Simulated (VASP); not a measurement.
# Si16Mo7 (a cell with a defect) in VASP: single point with PBE

Aim: the single point of Si16Mo7 (a cell with a defect) with PBE.

All numbers are computed with VASP 6.6.1; they aren't measurements. Logs are shortened: lines on timing, memory, paths and dates and some standing lists are left out, and cuts for length are marked.

**1. The cell of the first run**

The cell holds a defect, 23 atoms: a = 6.409 Å, b = 6.409 Å, c = 7.816 Å, α = 90.00°, β = 90.00°, γ = 90.00°.

**2. Single point, PBE**

INCAR reads:

```
SYSTEM = Si16Mo7
PREC = Accurate
ENCUT = 520
EDIFF = 1E-6
ISMEAR = 0
SIGMA = 0.05
LREAL = Auto
LASPH = .True.
NELM = 80
ALGO = Normal
ISIF = 2
LWAVE = .False.
LCHARG = .False.
GGA = PE
NBANDS = 98
```

KPOINTS reads:

```
regular mesh
0
Gamma
  2 2 2
  0 0 0
```

POSCAR reads:

```
Si16Mo7
1.0
    6.4085290000      0.0000000000      0.0000000000
    0.0000000000      6.4085290000      0.0000000000
    0.0000000000      0.0000000000      7.8161920000
Si Mo
16 7
Direct
    0.0017383084      0.0063933549      0.6682942282
    0.0003588967      0.0100668968      0.3250952638
    0.5009240030     -0.0096334120      0.6656603369
    0.4991785166     -0.0138541934      0.3353194241
    0.0019427235      0.4909905222      0.6694925099
    0.0009339117      0.4904670011      0.3315985585
    0.2691538105      0.2434958163      0.1707107502
    0.2604015680      0.2425747001      0.8331916616
    0.4997856762      0.5114349955      0.6668471041
    0.4977596263      0.5158981102      0.3343401749
    0.7165733353      0.2489473013      0.1798755711
    0.7320784536      0.2463557550      0.8244779555
    0.2393710007      0.7559393115      0.1571170463
    0.2379822265      0.7569911910      0.8388706419
    0.7669649306      0.7518112191      0.1581913546
    0.7711958548      0.7542052162      0.8388560568
   -0.0085253574      0.4326348527      0.0063353101
    0.5055753044     -0.0083036216     -0.0012944923
    0.2538014574      0.2469783627      0.5011405810
    0.4991444995      0.4996787874     -0.0008028206
    0.7473825897      0.2470418719      0.5012367915
    0.2457560854      0.7475043025      0.4992364568
    0.7569220643      0.7479802307      0.4987317354
```

Potentials or basis: VASP PAW PBE potentials, release 64 (Si, Mo_sv).

Command:

```console
cat potpaw_PBE.64/Si/POTCAR potpaw_PBE.64/Mo_sv/POTCAR > POTCAR
mpirun -np 1 vasp_std > vasp.out
```

OUTCAR:

```text
SYSTEM = Si16Mo7
   PREC = Accurate
   ENCUT = 520
   EDIFF = 1E-6
   ISMEAR = 0
   LREAL = Auto
   LASPH = .True.
   NELM = 80
   ISIF = 2
   GGA = PE

 ion  position               nearest neighbor table
   1  0.002  0.006  0.668-  16 2.56  14 2.57  19 2.59   8 2.59  21 2.60  12 2.62  22 2.64  23 2.64
                             2 2.68   5 3.11
   2  0.000  0.010  0.325-   7 2.58  15 2.58  13 2.59  21 2.61  19 2.61  11 2.63  23 2.66  22 2.68
                             1 2.68   6 3.08
   3  0.501  0.990  0.666-  12 2.54   4 2.58   8 2.59  18 2.60  22 2.61  23 2.61  21 2.62  19 2.62
                            14 2.63  16 2.67   9 3.07
   4  0.499  0.986  0.335-  11 2.50   7 2.56  22 2.57   3 2.58  23 2.59  13 2.62  18 2.63  19 2.64
                            21 2.65  15 2.67  10 3.01
   5  0.002  0.491  0.669-  19 2.60  16 2.60  21 2.61  22 2.63   8 2.63  12 2.63  14 2.64  23 2.64
                             6 2.64  17 2.66   1 3.11
   6  0.001  0.490  0.332-  17 2.57  19 2.61  21 2.61  23 2.62  15 2.62  22 2.63   5 2.64   7 2.65
                            13 2.66  11 2.67   2 3.08
   7  0.269  0.243  0.171-  17 2.51   4 2.56   2 2.58  20 2.58  19 2.58  18 2.59  10 2.61   8 2.64
                             6 2.65  11 2.87  13 3.13
   8  0.260  0.243  0.833-  17 2.51   1 2.59   3 2.59  18 2.59  19 2.60  20 2.60   5 2.63   7 2.64
                             9 2.65  12 3.02  14 3.12
   9  0.500  0.511  0.667-  12 2.57  22 2.58  23 2.60  20 2.60  10 2.60   8 2.65  19 2.65  21 2.66
                            14 2.66  16 2.69   3 3.07
  10  0.498  0.516  0.334-  11 2.52  22 2.54  23 2.57   9 2.60   7 2.61  20 2.62  13 2.65  19 2.67
                            15 2.68  21 2.69   4 3.01
  11  0.717  0.249  0.180-   4 2.50  17 2.52  21 2.52  10 2.52  20 2.55  18 2.56   2 2.63   6 2.67
                            12 2.78   7 2.87
  12  0.732  0.246  0.824-  17 2.49  21 2.53   3 2.54   9 2.57  18 2.57  20 2.59   1 2.62   5 2.63
                            11 2.78   8 3.02
  13  0.239  0.756  0.157-  14 2.49   2 2.59  18 2.59   4 2.62  20 2.64  10 2.65   6 2.66  22 2.67
                            17 2.86  15 3.03   7 3.13
  14  0.238  0.757  0.839-  13 2.49   1 2.57  18 2.60   3 2.63   5 2.64  22 2.66  20 2.66   9 2.66
                            17 2.92  16 2.99   8 3.12
  15  0.767  0.752  0.158-  16 2.50   2 2.58  18 2.59   6 2.62  23 2.66  20 2.66   4 2.67  10 2.68
                            17 2.77  13 3.03
  16  0.771  0.754  0.839-  15 2.50   1 2.56  18 2.60   5 2.60  23 2.66   3 2.67   9 2.69  20 2.70
                            17 2.82  14 2.99
  17  0.991  0.433  0.006-  12 2.49   8 2.51   7 2.51  11 2.52   6 2.57   5 2.66  15 2.77  16 2.82
                            13 2.86  14 2.92  20 3.18  20 3.28
  18  0.506  0.992  0.999-  11 2.56  12 2.57   7 2.59  15 2.59  13 2.59   8 2.59  14 2.60  16 2.60
                             3 2.60   4 2.63  20 3.15  20 3.26
  19  0.254  0.247  0.501-   7 2.58   1 2.59   8 2.60   5 2.60   6 2.61   2 2.61   3 2.62   4 2.64
                             9 2.65  10 2.67  21 3.16  22 3.20  22 3.21  21 3.25
  20  0.499  0.500  0.999-  11 2.55   7 2.58  12 2.59   8 2.60   9 2.60  10 2.62  13 2.64  14 2.66
                            15 2.66  16 2.70  18 3.15  17 3.18  18 3.26  17 3.28
  21  0.747  0.247  0.501-  11 2.52  12 2.53   1 2.60   2 2.61   6 2.61   5 2.61   3 2.62   4 2.65
                             9 2.66  10 2.69  19 3.16  23 3.20  23 3.21  19 3.25
  22  0.246  0.748  0.499-  10 2.54   4 2.57   9 2.58   3 2.61   6 2.63   5 2.63   1 2.64  14 2.66
                            13 2.67   2 2.68  23 3.13  19 3.20  19 3.21  23 3.28
  23  0.757  0.748  0.499-  10 2.57   4 2.59   9 2.60   3 2.61   6 2.62   5 2.64   1 2.64  16 2.66
                            15 2.66   2 2.66  22 3.13  21 3.20  21 3.21  22 3.28

  LATTYP: Found a simple tetragonal cell.
 ALAT       =     6.4085290000
 C/A-ratio  =     1.2196546196

  Lattice vectors:

 A1 = (   6.4085290000,   0.0000000000,   0.0000000000)
 A2 = (   0.0000000000,   6.4085290000,   0.0000000000)
 A3 = (   0.0000000000,   0.0000000000,   7.8161920000)

Analysis of symmetry for initial positions (statically):
=====================================================================
 Subroutine PRICEL returns:
 Original cell was already a primitive cell.

 Routine SETGRP: Setting up the symmetry group for a
 simple tetragonal supercell.

 Subroutine GETGRP returns: Found  1 space group operations
 (whereof  1 operations were pure point group operations)
 out of a pool of 16 trial point group operations.

The static configuration has the point symmetry C_1 .

Analysis of symmetry for dynamics (positions and initial velocities):
=====================================================================
 Subroutine PRICEL returns:
 Original cell was already a primitive cell.

 Routine SETGRP: Setting up the symmetry group for a
 simple tetragonal supercell.

[... 87 lines left out ...]
     0.000000000  0.078021025  0.000000000     0.000000000  0.500000000  0.000000000
     0.000000000  0.000000000  0.063969769     0.000000000  0.000000000  0.500000000

  Length of vectors
     0.078021025  0.078021025  0.063969769

  Shift w.r.t. Gamma in fractional coordinates (k-lattice)
     0.000000000  0.000000000  0.000000000

 Subroutine IBZKPT returns following result:
 ===========================================

 Found      8 irreducible k-points:

 Following reciprocal coordinates:
            Coordinates               Weight
  0.000000  0.000000  0.000000      1.000000
  0.500000  0.000000  0.000000      1.000000
  0.000000  0.500000  0.000000      1.000000
  0.500000  0.500000  0.000000      1.000000
  0.000000  0.000000  0.500000      1.000000
  0.500000  0.000000  0.500000      1.000000
  0.000000  0.500000  0.500000      1.000000
  0.500000  0.500000  0.500000      1.000000
   k-points           NKPTS =      8   k-points in BZ     NKDIM =      8   number of bands    NBANDS=     98
   number of dos      NEDOS =    301   number of ions     NIONS =     23
   total plane-waves  NPLWV = 138240
   dimension x,y,z NGX =    48 NGY =   48 NGZ =   60
   dimension x,y,z NGXF=    96 NGYF=   96 NGZF=  120
   ions per type =              16   7
   NGX,Y,Z   is equivalent  to a cutoff of  12.45, 12.45, 12.76 a.u.
   NGXF,Y,Z  is equivalent  to a cutoff of  24.90, 24.90, 25.52 a.u.
 SYSTEM =  Si16Mo7
   PREC   = accura    normal or accurate (medium, high low for compatibility)
   ISTART =      0    job   : 0-new  1-cont  2-samecut
   ICHARG =      2    charge: 1-file 2-atom 10-const
   ISPIN  =      1    spin polarized calculation?
   LNONCOLLINEAR =      F non collinear calculations
   LSORBIT =      F    spin-orbit coupling
   LASPH  =      T    aspherical Exc in radial PAW
   ENCUT  =  520.0 eV  38.22 Ry    6.18 a.u.  11.92 11.92 14.53*2*pi/ulx,y,z
   NELM   =     80;   NELMIN=  2; NELMDL= -5     # of ELM steps
   EDIFF  = 0.1E-05   stopping-criterion for ELM
   LREAL  =      T    real-space projection
   EDIFFG = 0.1E-04   stopping-criterion for IOM
   NSW    =      0    number of steps for IOM
   IBRION =     -1    ionic relax: 0-MD 1-quasi-New 2-CG
   NFREE  =      0    steps in history (QN), initial steepest desc. (CG)
   ISIF   =      2    stress and relaxation
   ISYM   =      2    0-nonsym 1-usesym 2-fastsym
   POTIM  = 0.5000    time-step for ionic-motion
   TEBEG  =    0.0;   TEEND  =   0.0 temperature during run
   PSTRESS=    0.0 pullay stress
   NELECT =     162.0000    total number of electrons
   NUPDOWN=      -1.0000    fix difference up-down
   EMIN   =  10.00;   EMAX   =-10.00  energy-range for DOS
   EFERMI =   0.00;   METHOD = LEGACY
   ISMEAR =     0;   SIGMA  =   0.05  broadening in eV -4-tet -1-fermi 0-gaus
   EFERMI_NEDOS =   21; number of points for ismear=-14 and -15
   IALGO  =     38    algorithm
   IMIX   =      4    mixing-type and parameters
     AMIX     =   0.40;   BMIX     =  1.00
     AMIX_MAG =   1.60;   BMIX_MAG =  1.00
  volume/ion in A,a.u.               =      13.96        94.18
  Fermi-wavevector in a.u.,A,eV,Ry     =   1.303394  2.463058 23.114081  1.698837
  Thomas-Fermi vector in A             =   2.434399
   LORBIT       =      0    0 simple, 1 ext, 2 COOP (PROOUT), +10 PAW based schemes
   GGA     = PE    functional components
   LHFCALC =     F    Hartree Fock is set to
   AEXX    =    0.0000 exact exchange contribution
   IVDW    =     0    specifies the selected vdW correction
   LEPSILON=     F    determine dielectric tensor
   LRPA    =     F    only Hartree local field effects (RPA)
 non-spin polarized calculation
 Gauss-broadening in eV      SIGMA  =   0.05
  energy-cutoff  :      520.00
  volume of cell :      321.01
 maximum number of plane-waves:      8688
 NGX is ok and might be reduce to    48
   NGX = 23   NGY = 23   NGZ = 29

 number of electron     161.9999996 magnetization

 Free energy of the ion-electron system (eV)
  ---------------------------------------------------
  ext. energy  EPLUGINS =         0.00000000
  ---------------------------------------------------
  free energy    TOTEN  =      -169.33353270 eV

  energy without entropy =     -169.32564437  energy(sigma->0) =     -169.32958854

 E-fermi :  11.3369     XC(G=0): -12.1063

 val. band max:       11.3352420411   @ k =   0.5000   0.0000   0.0000
 cond. band min:      11.4598214047   @ k =   0.5000   0.5000   0.0000
 fundamental gap:      0.1245793636
 Fermi energy:        11.3368829646

 k-point     1 :       0.0000    0.0000    0.0000
  band No.  band energies     occupation
      1     -49.2603      2.00000
      2     -49.2303      2.00000
      3     -49.2030      2.00000
      4     -49.1854      2.00000
      5     -49.1693      2.00000
      6     -49.0856      2.00000
[... 757 lines left out ...]
     92      13.4454      0.00000
     93      13.5177      0.00000
 [bands above 93 left out]

------------------------ aborting loop because EDIFF is reached ----------------------------------------

  FORCE on cell =-STRESS in cart. coord.  units (eV):
  Direction    XX          YY          ZZ          XY          YZ          ZX
  --------------------------------------------------------------------------------------
  -------------------------------------------------------------------------------------
  Total        4.8221714     -1.1608590     12.5515558     -0.0880667      0.2818663      0.0108669
  in kB       24.0680716     -5.7939949     62.6464142     -0.4395520      1.4068306      0.0542379
  external PRESSURE =      26.9734970 kB  Pullay stress =       0.0000000 kB

 VOLUME and BASIS-vectors are now :
 -----------------------------------------------------------------------------
  energy-cutoff  :      520.00
  volume of cell :      321.01
      direct lattice vectors                 reciprocal lattice vectors
     6.408529000  0.000000000  0.000000000     0.156042050  0.000000000  0.000000000
     0.000000000  6.408529000  0.000000000     0.000000000  0.156042050  0.000000000
     0.000000000  0.000000000  7.816192000     0.000000000  0.000000000  0.127939539

 POSITION                                       TOTAL-FORCE (eV/Angst)
 -----------------------------------------------------------------------------------
      0.01114      0.04097      5.22352        -0.059623     -0.290986     -0.137481
      0.00230      0.06451      2.54101        -0.018370     -0.349731      0.242785
      3.21019      6.34679      5.20293         0.015150      0.025909      0.052989
      3.19900      6.31974      2.62092         0.070360      0.127408     -0.078773
      0.01245      3.14653      5.23288        -0.049465     -0.100964     -0.099798
      0.00599      3.14317      2.59184        -0.020030     -0.072305      0.174315
[... 15 lines left out ...]
      1.57494      4.79040      3.90213        -0.048835     -0.165569      0.126948
      4.85076      4.79345      3.89818        -0.088229     -0.144360      0.144312
 -----------------------------------------------------------------------------------
    total drift:                               -0.003847      0.004782     -0.002319

  FREE ENERGIE OF THE ION-ELECTRON SYSTEM (eV)
  ---------------------------------------------------
  free  energy   TOTEN  =      -169.3335327049 eV

  energy  without entropy=     -169.3256443689  energy(sigma->0) =     -169.32958854
```

Wall time 5.6 min (1 thread of Intel Xeon Platinum 8488C (Sapphire Rapids), shared host); peak memory 0.42 GiB.

What came out:

```
Free energy            : -169.3335 eV
Pressure               : 2.7 GPa
Largest force          : 3.816 eV/Å
Band gap on the k mesh : zero (bands 81 and 82 overlap by 0.71 eV)
```

Forces on the atoms (eV/Å):
```
Si  -0.060 -0.291 -0.137
Si  -0.018 -0.350  0.243
Si   0.015  0.026  0.053
Si   0.070  0.127 -0.079
Si  -0.049 -0.101 -0.100
Si  -0.020 -0.072  0.174
Si  -0.618 -0.137 -0.262
Si  -0.306 -0.184  0.165
Si   0.005 -0.336  0.043
Si   0.042 -0.445 -0.057
Si   1.073 -0.105 -0.727
Si   0.484 -0.183  0.621
Si  -0.121 -0.145  0.194
Si   0.063 -0.151 -0.020
Si  -0.070 -0.080  0.019
Si  -0.252 -0.094  0.140
Mo   0.589  3.718 -0.622
Mo  -0.386 -0.117  0.087
Mo  -0.140 -0.240 -0.043
Mo  -0.243 -0.284  0.074
Mo   0.079 -0.248 -0.036
Mo  -0.049 -0.166  0.127
Mo  -0.088 -0.144  0.144
```

Caveat: the k points lie up to 0.49 Å⁻¹ apart, too coarse for converged energies and pressures of a metal.

The gap in the log of VASP goes by the Fermi energy; the results here count the filled bands.